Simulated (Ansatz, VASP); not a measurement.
**One calculation of Au, two programs**

Contents of INCAR:

```
PREC = Accurate
ENCUT = 520
EDIFF = 1E-7
ISMEAR = 1
SIGMA = 0.1
LREAL = False
LASPH = True
NELM = 80
ALGO = Normal
ISIF = 2
LWAVE = False
LCHARG = False
GGA = CA
NBANDS = 12
```

KPOINTS

```
regular mesh
0
Gamma
  34 34 34
```

Contents of POSCAR:

```
Au
1.0
    0.0000000000      2.0233907370      2.0233907370
    2.0233907370      0.0000000000      2.0233907370
    2.0233907370      2.0233907370      0.0000000000
Au
1
Direct
    0.0000000000      0.0000000000      0.0000000000
```

Input for Ansatz:

```yaml
crystal:
  lattice:
    - [0.0, 2.023390737, 2.023390737]
    - [2.023390737, 0.0, 2.023390737]
    - [2.023390737, 2.023390737, 0.0]
  atoms:
    - { symbol: Au, position: [0.0, 0.0, 0.0] }
kpoints:
  mp_grid: { grid: [34, 34, 34] }
scf:
  occupations: { method: cold, width: 0.1 }
hamiltonian:
  xc: lda
  pseudopotentials: { kind: paw, azcp: { folder: soft_1 } }
output:
  forces: true
  stress: true
  populations: false
```

Alike in both runs: task single point; functional LDA; k mesh 34 × 34 × 34; no spin polarisation.

|  | VASP | Ansatz |
| --- | --- | --- |
| version | VASP 6.6.1 | Ansatz 0.2.0 |
| potentials or method | VASP PAW LDA potentials, release 64 (Au) | plane-wave PAW, scalar-relativistic |
| plane-wave cutoff (eV) | 520 | 420 |
| occupations | methfessel-paxton of order 1, width 0.1 eV | cold, width 0.1 eV |
| valence electrons in the cell | 11 | 19 |

```tsv
	VASP	Ansatz	Ansatz less VASP
pressure (GPa)	0.6	0.1	-0.50
```

Ansatz warns that its potentials were made for another functional, while VASP's fit it. LDA's correlation is that of Perdew and Zunger in VASP and of Perdew and Wang (1992) in Ansatz. VASP's potentials hold 11 valence electrons a cell and Ansatz's 19, so a difference there can come from the potentials and not from the codes.

Neither program's run includes spin-orbit coupling.
